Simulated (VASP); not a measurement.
# GaAs (F-43m) in VASP: a series of runs

Runs on GaAs. Level: PBEsol. Tasks: single point, relaxation of the atoms.

Program: VASP 6.6.1. These are calculated values, not measurements. Logs are shortened: lines on timing, memory, paths and dates and some standing lists are left out, and cuts for length are marked.

### 1 The cell of the first run

It takes space group F-43m (No. 216, cubic). The conventional cell has a = 5.658 Å, b = 5.658 Å, c = 5.658 Å, α = 90.00°, β = 90.00°, γ = 90.00°. Ga (site symmetry -43m) has 4 As at 2.45 Å within 3.2 Å. As (site symmetry -43m) has 4 Ga at 2.45 Å within 3.2 Å.

### 2 Single point, PBEsol

Input file INCAR:

```
SYSTEM = GaAs
  PREC = Accurate
  ENCUT = 500
  EDIFF = 1E-6
  ISMEAR = -1
  SIGMA = 0.02
  LREAL = .False.
  LASPH = .True.
  NELM = 120
  ALGO = Normal
  ISIF = 2
  LWAVE = .False.
  LCHARG = .False.
  GGA = PS
  NBANDS = 16
  GGA_COMPAT = .False.
```

Input file KPOINTS:

```
Automatic mesh
0
Gamma
  9 9 9
  0 0 0
```

Input file POSCAR:

```
GaAs
1.0
    0.0000000000      2.8291251783      2.8291251783
    2.8291251783      0.0000000000      2.8291251783
    2.8291251783      2.8291251783      0.0000000000
Ga As
1 1
Direct
    0.0000000000      0.0000000000      0.0000000000
    0.2500000000      0.2500000000      0.2500000000
```

Potentials or basis: VASP PAW PBE potentials, release 64 (Ga_d, As).

Command:

```console
$ cat potpaw_PBE.64/Ga_d/POTCAR potpaw_PBE.64/As/POTCAR > POTCAR
$ mpirun -np 1 vasp_std > vasp.out
```

OUTCAR:

```text
SYSTEM = GaAs
   PREC = Accurate
   ENCUT = 500
   EDIFF = 1E-6
   ISMEAR = -1
   LREAL = .False.
   LASPH = .True.
   NELM = 120
   ISIF = 2
   GGA = PS

 ion  position               nearest neighbor table
   1  0.000  0.000  0.000-   2 2.45   2 2.45   2 2.45   2 2.45
   2  0.250  0.250  0.250-   1 2.45   1 2.45   1 2.45   1 2.45

  LATTYP: Found a face centered cubic cell.
 ALAT       =     5.6582503566

  Lattice vectors:

 A1 = (   0.0000000000,   2.8291251783,   2.8291251783)
 A2 = (   2.8291251783,   0.0000000000,   2.8291251783)
 A3 = (   2.8291251783,   2.8291251783,   0.0000000000)

Analysis of symmetry for initial positions (statically):
=====================================================================
 Subroutine PRICEL returns:
 Original cell was already a primitive cell.

 Routine SETGRP: Setting up the symmetry group for a
 face centered cubic supercell.

 Subroutine GETGRP returns: Found 24 space group operations
 (whereof 24 operations were pure point group operations)
 out of a pool of 48 trial point group operations.

The static configuration has the point symmetry T_d .

Analysis of symmetry for dynamics (positions and initial velocities):
=====================================================================
 Subroutine PRICEL returns:
 Original cell was already a primitive cell.

 Routine SETGRP: Setting up the symmetry group for a
 face centered cubic supercell.

 Subroutine GETGRP returns: Found 24 space group operations
 (whereof 24 operations were pure point group operations)
 out of a pool of 48 trial point group operations.

The dynamic configuration has the point symmetry T_d .

 Subroutine INISYM returns: Found 24 space group operations
 (whereof 24 operations are pure point group operations),
 and found     1 'primitive' translations

----------------------------------------------------------------------------------------

                                     Primitive cell

  volume of cell :      45.2883

  direct lattice vectors                    reciprocal lattice vectors
     0.000000000  2.829125178  2.829125178    -0.176733078  0.176733078  0.176733078
     2.829125178  0.000000000  2.829125178     0.176733078 -0.176733078  0.176733078
     2.829125178  2.829125178  0.000000000     0.176733078  0.176733078 -0.176733078

  length of vectors
[... 80 lines left out ...]
   ENCUT  =  500.0 eV  36.75 Ry    6.06 a.u.   7.29  7.29  7.29*2*pi/ulx,y,z
   NELM   =    120;   NELMIN=  2; NELMDL= -5     # of ELM steps
   EDIFF  = 0.1E-05   stopping-criterion for ELM
   LREAL  =      F    real-space projection
   EDIFFG = 0.1E-04   stopping-criterion for IOM
   NSW    =      0    number of steps for IOM
   IBRION =     -1    ionic relax: 0-MD 1-quasi-New 2-CG
   NFREE  =      0    steps in history (QN), initial steepest desc. (CG)
   ISIF   =      2    stress and relaxation
   ISYM   =      2    0-nonsym 1-usesym 2-fastsym
   POTIM  = 0.5000    time-step for ionic-motion
   TEBEG  =    0.0;   TEEND  =   0.0 temperature during run
   PSTRESS=    0.0 pullay stress
   NELECT =      18.0000    total number of electrons
   NUPDOWN=      -1.0000    fix difference up-down
   EMIN   =  10.00;   EMAX   =-10.00  energy-range for DOS
   EFERMI =   0.00;   METHOD = LEGACY
   ISMEAR =    -1;   SIGMA  =   0.02  broadening in eV -4-tet -1-fermi 0-gaus
   EFERMI_NEDOS =   21; number of points for ismear=-14 and -15
   IALGO  =     38    algorithm
   IMIX   =      4    mixing-type and parameters
     AMIX     =   0.40;   BMIX     =  1.00
     AMIX_MAG =   1.60;   BMIX_MAG =  1.00
  volume/ion in A,a.u.               =      22.64       152.81
  Fermi-wavevector in a.u.,A,eV,Ry     =   1.203659  2.274586 19.712056  1.448795
  Thomas-Fermi vector in A             =   2.339406
   LORBIT       =      0    0 simple, 1 ext, 2 COOP (PROOUT), +10 PAW based schemes
   GGA     = PS    functional components
   LHFCALC =     F    Hartree Fock is set to
   AEXX    =    0.0000 exact exchange contribution
   IVDW    =     0    specifies the selected vdW correction
   LEPSILON=     F    determine dielectric tensor
   LRPA    =     F    only Hartree local field effects (RPA)
 non-spin polarized calculation
  energy-cutoff  :      500.00
  volume of cell :       45.29
 maximum number of plane-waves:      1167
 NGX is ok and might be reduce to    30
   NGX = 15   NGY = 15   NGZ = 15

 number of electron      17.9999993 magnetization

 Free energy of the ion-electron system (eV)
  ---------------------------------------------------
  ext. energy  EPLUGINS =         0.00000000
  ---------------------------------------------------
  free energy    TOTEN  =        -9.09011779 eV

  energy without entropy =       -9.09011775  energy(sigma->0) =       -9.09011777

 E-fermi :   4.0118     XC(G=0):  -9.7620

 val. band max:        3.7819443992   @ k =   0.0000   0.0000   0.0000
 cond. band min:       4.2196743171   @ k =   0.0000   0.0000   0.0000
 fundamental gap:      0.4377299179
 Fermi energy:         4.0117925889

 k-point     1 :       0.0000    0.0000    0.0000
  band No.  band energies     occupation
      1     -10.9888      2.00000
      2     -10.9888      2.00000
      3     -10.9888      2.00000
      4     -10.9093      2.00000
      5     -10.9093      2.00000
      6      -8.9531      2.00000
[... 433 lines left out ...]
      3     -10.9411      2.00000
      4     -10.9344      2.00000
      5     -10.8969      2.00000
      6      -6.5913      2.00000
[... 8 lines left out ...]
     15      16.8392      0.00000
     16      17.1990      0.00000

 [... further k-points ...]

------------------------ aborting loop because EDIFF is reached ----------------------------------------

  FORCE on cell =-STRESS in cart. coord.  units (eV):
  Direction    XX          YY          ZZ          XY          YZ          ZX
  --------------------------------------------------------------------------------------
  -------------------------------------------------------------------------------------
  Total        0.0487941      0.0487941      0.0487941     -0.0000000      0.0000000     -0.0000000
  in kB        1.7262001      1.7262001      1.7262001     -0.0000000      0.0000000     -0.0000000
  external PRESSURE =       1.7262001 kB  Pullay stress =       0.0000000 kB

 VOLUME and BASIS-vectors are now :
 -----------------------------------------------------------------------------
  energy-cutoff  :      500.00
  volume of cell :       45.29
      direct lattice vectors                 reciprocal lattice vectors
     0.000000000  2.829125178  2.829125178    -0.176733078  0.176733078  0.176733078
     2.829125178  0.000000000  2.829125178     0.176733078 -0.176733078  0.176733078
     2.829125178  2.829125178  0.000000000     0.176733078  0.176733078 -0.176733078

 POSITION                                       TOTAL-FORCE (eV/Angst)
 -----------------------------------------------------------------------------------
      0.00000      0.00000      0.00000        -0.000000     -0.000000     -0.000000
      1.41456      1.41456      1.41456         0.000000      0.000000      0.000000
 -----------------------------------------------------------------------------------
    total drift:                               -0.000000     -0.000000      0.000000

  FREE ENERGIE OF THE ION-ELECTRON SYSTEM (eV)
  ---------------------------------------------------
  free  energy   TOTEN  =        -9.0901177870 eV

  energy  without entropy=       -9.0901177469  energy(sigma->0) =       -9.09011777
```

OSZICAR:

```text
N       E                     dE             d eps       ncg     rms          rms(c)
DAV:   1     0.806889393115E+02    0.80689E+02   -0.87903E+03  1144   0.150E+03
DAV:   2    -0.287170363395E+01   -0.83561E+02   -0.79468E+02  1304   0.303E+02
DAV:   3    -0.918937041486E+01   -0.63177E+01   -0.62969E+01  1328   0.651E+01
DAV:   4    -0.928772117383E+01   -0.98351E-01   -0.98339E-01  1400   0.903E+00
DAV:   5    -0.928908425841E+01   -0.13631E-02   -0.13631E-02  1368   0.954E-01    0.293E+00
DAV:   6    -0.912328525298E+01    0.16580E+00   -0.22489E-01  1760   0.916E+00    0.173E+00
DAV:   7    -0.909170560973E+01    0.31580E-01   -0.59107E-02  1712   0.203E+00    0.534E-01
DAV:   8    -0.908990188594E+01    0.18037E-02   -0.92671E-03  1352   0.109E+00    0.105E-01
DAV:   9    -0.909006566548E+01   -0.16378E-03   -0.69193E-04  1440   0.324E-01    0.422E-02
DAV:  10    -0.909009709256E+01   -0.31427E-04   -0.50888E-05  1640   0.714E-02    0.226E-02
DAV:  11    -0.909011778625E+01   -0.20694E-04   -0.23977E-05  1288   0.494E-02    0.263E-03
DAV:  12    -0.909011778704E+01   -0.79444E-09   -0.78989E-07  1048   0.141E-02
   1 F= -.90901178E+01 E0= -.90901178E+01  d E =-.401437E-07
```

Run time: 37 s. Hardware: 1 thread of Intel Xeon 8259CL, shared host; peak memory 0.18 GiB.

Results:

* Free energy: -9.0901 eV
* Pressure: 0.2 GPa
* Band gap on the k mesh: 0.44 eV

Levels at points of the mesh, in eV from the valence-band top:
```csv
k point,band 7,band 8,band 9,band 10,band 11,band 12
"(0.00, 0.00, 0.00)",0.00,0.00,0.00,0.44,3.69,3.69
```

Caveat: the PAW data sets were made with another functional, which shifts forces and pressure a little.

### 3 Relaxation of the atoms, PBEsol

This run uses another cell than the first one, of 23.04 Å³/atom.

Input file INCAR:

```
SYSTEM = GaAs
ALGO = Normal ; EDIFF = 1E-7
EDIFFG = -0.015 ; ENCUT = 450
GGA = PS ; GGA_COMPAT = .False.
IBRION = 2 ; ISIF = 2
ISMEAR = -1 ; LASPH = .True.
LCHARG = .False. ; LREAL = .False.
LWAVE = .False. ; NELM = 120
NELMIN = 4 ; NSW = 80
PREC = Accurate ; SIGMA = 0.02
```

Input file KPOINTS:

```
k-points
0
Gamma
  8 8 8
  0 0 0
```

Input file POSCAR:

```
GaAs
1.0
    0.0000000000      2.8455714065      2.8455714065
    2.8455714065      0.0000000000      2.8455714065
    2.8455714065      2.8455714065      0.0000000000
Ga As
1 1
Direct
    0.0000000000      0.0000000000      0.0000000000
    0.2500000000      0.2500000000      0.2500000000
```

Potentials or basis: VASP PAW PBE potentials, release 64 (Ga_d, As).

Command:

```console
$ cat potpaw_PBE.64/Ga_d/POTCAR potpaw_PBE.64/As/POTCAR > POTCAR
$ mpirun -np 1 vasp_std > vasp.out
```

It took 19 s on 1 thread of Intel Xeon 8259CL, shared host; peak memory 0.16 GiB.

Results (log left out):

```yaml
Free_energy: -9.0847 eV
Pressure_after_relaxing: -1.1 GPa
Band_gap_on_the_k_mesh: 0.31 eV
```

Final structure:
```xyz
2
Lattice="0.0000 2.8456 2.8456 2.8456 0.0000 2.8456 2.8456 2.8456 0.0000" Properties=species:S:1:pos:R:3 pbc="T T T"
Ga    0.0000    0.0000    0.0000
As    1.4228    1.4228    1.4228
```

Levels at points of the mesh, in eV from the valence-band top:
| k point | band 7 | band 8 | band 9 | band 10 | band 11 | band 12 |
| --- | --- | --- | --- | --- | --- | --- |
| (0.00, 0.00, 0.00) | 0.00 | 0.00 | 0.00 | 0.31 | 3.68 | 3.68 |
| (0.50, 0.00, 0.00) | -6.57 | -1.12 | -1.12 | 0.87 | 4.58 | 4.58 |
| (0.50, 0.50, 0.00) | -6.76 | -2.63 | -2.63 | 1.39 | 1.58 | 9.97 |

Caveat: the relaxation stopped at its first step, so nothing moved; the PAW data sets were made with another functional, which shifts forces and pressure a little.

### 4 Relaxation of the atoms, PBEsol

This run uses another cell than the first one, of 22.14 Å³/atom.

Input file INCAR:

```
SYSTEM = GaAs
PREC     = Accurate       ! precision mode
ENCUT    = 450            ! plane-wave cutoff, eV
EDIFF    = 1E-7           ! SCF threshold, eV
ISMEAR   = -1             ! smearing method
SIGMA    = 0.02           ! smearing width, eV
LREAL    = .False.        ! projectors in reciprocal space
LASPH    = .True.         ! aspherical terms in the spheres
NELM     = 120            ! most SCF steps
ALGO     = Normal         ! electronic algorithm
ISIF     = 2              ! what is computed and relaxed
LWAVE    = .False.        ! write WAVECAR
LCHARG   = .False.        ! write CHGCAR
GGA      = PS             ! functional
IBRION   = 2              ! ionic algorithm
NSW      = 80             ! ionic steps
EDIFFG   = -0.015         ! ionic threshold
GGA_COMPAT= .False.      
NELMIN   = 4
```

Input file KPOINTS:

```
regular mesh
0
Gamma
  9 9 9
  0 0 0
```

Input file POSCAR:

```
GaAs
1.0
    0.0000000000      2.8078772807      2.8078772807
    2.8078772807      0.0000000000      2.8078772807
    2.8078772807      2.8078772807      0.0000000000
Ga As
1 1
Direct
    0.0000000000      0.0000000000      0.0000000000
    0.2500000000      0.2500000000      0.2500000000
```

Potentials or basis: VASP PAW PBE potentials, release 64 (Ga_d, As).

Command:

```console
$ cat potpaw_PBE.64/Ga_d/POTCAR potpaw_PBE.64/As/POTCAR > POTCAR
$ mpirun -np 1 vasp_std > vasp.out
```

OUTCAR:

```text
SYSTEM = GaAs
   PREC = Accurate
   ENCUT = 450
   EDIFF = 1E-7
   ISMEAR = -1
   LREAL = .False.
   LASPH = .True.
   NELM = 120
   ISIF = 2
   GGA = PS
   IBRION = 2
   NSW = 80
   EDIFFG = -0.015
   NELMIN = 4

 ion  position               nearest neighbor table
   1  0.000  0.000  0.000-   2 2.43   2 2.43   2 2.43   2 2.43
   2  0.250  0.250  0.250-   1 2.43   1 2.43   1 2.43   1 2.43

  LATTYP: Found a face centered cubic cell.
 ALAT       =     5.6157545614

  Lattice vectors:

 A1 = (   0.0000000000,   2.8078772807,   2.8078772807)
 A2 = (   2.8078772807,   0.0000000000,   2.8078772807)
 A3 = (   2.8078772807,   2.8078772807,   0.0000000000)

Analysis of symmetry for initial positions (statically):
=====================================================================
 Subroutine PRICEL returns:
 Original cell was already a primitive cell.

 Routine SETGRP: Setting up the symmetry group for a
 face centered cubic supercell.

 Subroutine GETGRP returns: Found 24 space group operations
 (whereof 24 operations were pure point group operations)
 out of a pool of 48 trial point group operations.

The static configuration has the point symmetry T_d .

Analysis of symmetry for dynamics (positions and initial velocities):
=====================================================================
 Subroutine PRICEL returns:
 Original cell was already a primitive cell.

 Routine SETGRP: Setting up the symmetry group for a
 face centered cubic supercell.

 Subroutine GETGRP returns: Found 24 space group operations
 (whereof 24 operations were pure point group operations)
 out of a pool of 48 trial point group operations.

The dynamic configuration has the point symmetry T_d .

 Subroutine INISYM returns: Found 24 space group operations
 (whereof 24 operations are pure point group operations),
 and found     1 'primitive' translations

[... 120 lines left out ...]
   LHFCALC =     F    Hartree Fock is set to
   AEXX    =    0.0000 exact exchange contribution
   IVDW    =     0    specifies the selected vdW correction
   LEPSILON=     F    determine dielectric tensor
   LRPA    =     F    only Hartree local field effects (RPA)
 conjugate gradient relaxation of ions
 non-spin polarized calculation
  energy-cutoff  :      450.00
  volume of cell :       44.28
 maximum number of plane-waves:       969
   NGX = 13   NGY = 13   NGZ = 13

 number of electron      17.9999985 magnetization

 Free energy of the ion-electron system (eV)
  ---------------------------------------------------
  ext. energy  EPLUGINS =         0.00000000
  ---------------------------------------------------
  free energy    TOTEN  =        -9.08320944 eV

  energy without entropy =       -9.08320944  energy(sigma->0) =       -9.08320944

 E-fermi :   4.3113     XC(G=0):  -9.8636

 val. band max:        3.9960803389   @ k =   0.0000   0.0000   0.0000
 cond. band min:       4.6039139057   @ k =   0.0000   0.0000   0.0000
 fundamental gap:      0.6078335667
 Fermi energy:         4.3112775211

 k-point     1 :       0.0000    0.0000    0.0000
  band No.  band energies     occupation
      1     -10.8175      2.00000
      2     -10.8175      2.00000
      3     -10.8175      2.00000
      4     -10.7324      2.00000
      5     -10.7324      2.00000
      6      -8.9042      2.00000
      7       3.9961      2.00000
      8       3.9961      2.00000
      9       3.9961      2.00000
     10       4.6039      0.00000
     11       7.6906      0.00000
     12       7.6906      0.00000
     13       7.6906      0.00000
[... 354 lines left out ...]
  band No.  band energies     occupation
      1     -10.9364      2.00000
      2     -10.7659      2.00000
      3     -10.7659      2.00000
      4     -10.7599      2.00000
      5     -10.7190      2.00000
      6      -6.4503      2.00000
      7      -2.7326      2.00000
      8       1.2784      2.00000
      9       1.2784      2.00000
     10       5.2748      0.00000
     11       5.7199      0.00000
     12      13.8851      0.00000
     13      13.8851      0.00000

 [... further k-points ...]

------------------------ aborting loop because EDIFF is reached ----------------------------------------

  FORCE on cell =-STRESS in cart. coord.  units (eV):
  Direction    XX          YY          ZZ          XY          YZ          ZX
  --------------------------------------------------------------------------------------
  -------------------------------------------------------------------------------------
  Total        0.4850958      0.4850958      0.4850958      0.0000000      0.0000000     -0.0000000
  in kB       17.5539036     17.5539036     17.5539036      0.0000000      0.0000000     -0.0000000
  external PRESSURE =      17.5539036 kB  Pullay stress =       0.0000000 kB

 VOLUME and BASIS-vectors are now :
 -----------------------------------------------------------------------------
  energy-cutoff  :      450.00
  volume of cell :       44.28
      direct lattice vectors                 reciprocal lattice vectors
     0.000000000  2.807877281  2.807877281    -0.178070460  0.178070460  0.178070460
     2.807877281  0.000000000  2.807877281     0.178070460 -0.178070460  0.178070460
     2.807877281  2.807877281  0.000000000     0.178070460  0.178070460 -0.178070460

 POSITION                                       TOTAL-FORCE (eV/Angst)
 -----------------------------------------------------------------------------------
      0.00000      0.00000      0.00000         0.000000      0.000000      0.000000
      1.40394      1.40394      1.40394        -0.000000     -0.000000     -0.000000
 -----------------------------------------------------------------------------------
    total drift:                                0.000001      0.000001      0.000001

  FREE ENERGIE OF THE ION-ELECTRON SYSTEM (eV)
  ---------------------------------------------------
  free  energy   TOTEN  =        -9.0832094404 eV

  energy  without entropy=       -9.0832094397  energy(sigma->0) =       -9.08320944

 reached required accuracy - stopping structural energy minimisation
```

Wall time 23 s (1 thread of Intel Xeon 8259CL, shared host); peak memory 0.16 GiB.

Results:

```yaml
Free_energy: -9.0832 eV
Pressure_after_relaxing: 1.8 GPa
Band_gap_on_the_k_mesh: 0.61 eV
```

Final structure:
```
CELL_PARAMETERS angstrom
0.00000 2.80788 2.80788
2.80788 0.00000 2.80788
2.80788 2.80788 0.00000
ATOMIC_POSITIONS crystal
Ga 0.00000 0.00000 0.00000
As 0.25000 0.25000 0.25000
```

Caveat: the relaxation stopped at its first step, so nothing moved; the PAW data sets were made with another functional, which shifts forces and pressure a little; an odd mesh through Γ misses points on the zone boundary, where band edges can lie.

### 5 Overview

```csv
task,cell,k mesh,cutoff (eV),gap on the mesh (eV),pressure (GPa)
single point,"a = 4.001 Å, angles 60.0°, 2 atoms",9 × 9 × 9,500,0.44,0.2
relaxation of the atoms,"atoms relaxed from a = 4.024 Å, angles 60.0°, 2 atoms",8 × 8 × 8,450,0.31,-1.1
relaxation of the atoms,"atoms relaxed from a = 3.971 Å, angles 60.0°, 2 atoms",9 × 9 × 9,450,0.61,1.8
```

Alike in all rows: level PBEsol; potentials or basis VASP PAW PBE potentials, release 64 (Ga_d, As); no spin polarisation; smearing fermi-dirac 0.02 eV.

Caveats: the PAW data sets were made with another functional, which shifts forces and pressure a little; the relaxation stopped at its first step, so nothing moved (at least some runs); an odd mesh through Γ misses points on the zone boundary, where band edges can lie (at least some runs).

Absolute energies hang on the potentials; compare differences alone.
